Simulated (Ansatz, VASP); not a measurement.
One calculation of KCl, two programs

```
K Cl
1.0
     0.05559    3.50728    3.50728
     3.50728    0.05559    3.50728
     3.56287    3.56287    0.00000
K Cl
1 1
Direct
  0.00357 0.00357 0.99643
  0.24643 0.24643 0.25357
```

Change from the starting cell: shear_xy strain +3.2%.

Alike in both runs: task single point; functional r2SCAN; k mesh 6 × 6 × 6; no spin polarisation.

```csv
,VASP,Ansatz
version,VASP 6.6.1,Ansatz 0.2.0
potentials or method,"VASP PAW PBE potentials, release 64 (K_sv, Cl)","plane waves, PAW"
plane-wave cutoff (eV),520,500
occupations,"gaussian, width 0.01 eV",fixed
valence electrons in the cell,16,16
```

|  | VASP | Ansatz | Ansatz less VASP |
| --- | --- | --- | --- |
| gap on the k mesh at the Fermi level (eV) | 5.33 | 5.33 | -0.002 |
| pressure (GPa) | 0.0 | 0.0 | +0.02 |
| traceless stress, the component that is largest in VASP (GPa) | -0.09 | -0.09 | 0.000 |

VASP's potentials were made for PBE, not for r2SCAN.
